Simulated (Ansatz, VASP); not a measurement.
## PN2: VASP beside Ansatz

INCAR

```
PREC     = Accurate       # precision mode
ENCUT    = 600            # plane-wave cutoff, eV
EDIFF    = 1E-7           # SCF threshold, eV
ISMEAR   = 0              # smearing method
SIGMA    = 0.1            # smearing width, eV
LREAL    = F              # projectors in reciprocal space
LASPH    = T              # aspherical terms in the spheres
NELM     = 100            # most SCF steps
ALGO     = Normal         # electronic algorithm
ISIF     = 3              # what is computed and relaxed
LWAVE    = F              # write WAVECAR
LCHARG   = F              # write CHGCAR
GGA      = PE             # functional
IBRION   = 2              # ionic algorithm
NSW      = 90             # ionic steps
EDIFFG   = -0.04          # ionic threshold
```

The input KPOINTS:

```
Automatic mesh
0
Gamma
  6 6 6
```

File POSCAR:

```
PN2
1.0
   -2.1721196900      4.0306485903      2.1482818580
    2.1721196900     -4.0306485903      2.1482818580
    2.1721196900      4.0306485903     -2.1482818580
P N
2 4
Direct
    0.2500000000      0.2500000000      0.0000000000
    0.7500000000      0.7500000000      0.0000000000
    0.1117100000      0.2070000000      0.3187100000
    0.8882900000      0.7930000000      0.6812900000
    0.3882900000      0.7070000000      0.0952900000
    0.6117100000      0.2930000000      0.9047100000
```

Input for Ansatz:

```yaml
crystal:
  lattice:
    - [-2.17211969, 4.0306485903, 2.148281858]
    - [2.17211969, -4.0306485903, 2.148281858]
    - [2.17211969, 4.0306485903, -2.148281858]
  atoms:
    - { symbol: P, position: [0.25, 0.25, 0.0] }
    - { symbol: P, position: [0.75, 0.75, 0.0] }
    - { symbol: "N", position: [0.11171, 0.207, 0.31871] }
    - { symbol: "N", position: [0.88829, 0.793, 0.68129] }
    - { symbol: "N", position: [0.38829, 0.707, 0.09529] }
    - { symbol: "N", position: [0.61171, 0.293, 0.90471] }
basis:
  ecutwfc: 420
kpoints:
  mp_grid: { grid: [6, 6, 6] }
hamiltonian:
  xc: pbe
scf:
  occupations: { method: gaussian, width: 0.1 }
  lower_state_search: "off"
output:
  forces: true
  stress: true
  eigenvalues: true
relax:
  adjacent_minimum: "off"
  f_tol: 0.04
  max_steps: 70
  cell: { stress_tol: 0.4 }
```

Alike in both runs: task relaxation of cell and atoms; functional PBE; k mesh 6 × 6 × 6; occupations gaussian, width 0.1 eV; no spin polarisation.

```csv
,VASP,Ansatz
version,VASP 6.6.1,Ansatz 0.2.0
potentials or method,"VASP PAW PBE potentials, release 64 (P, N), cutoff 600 eV","scalar-relativistic, plane waves, PAW"
valence electrons in the cell,30,30
```

Ansatz gave:

- gap on the k mesh at the Fermi level, each at its own relaxed structure (eV): none
- relaxed volume (Å³/atom): 13.85
- relaxed length of the cell vector where the two differ most in proportion (Å): 5.072

Question: Estimate VASP's values.

Answer: gap on the k mesh at the Fermi level, each at its own relaxed structure (eV): none; relaxed volume (Å³/atom): 13.10; relaxed length of the cell vector where the two differ most in proportion (Å): 5.060.

A gap of «none» marks a metal or a gap that the smearing closes. One of these differences is far larger than is usual between the two programs; its cause wasn't traced.
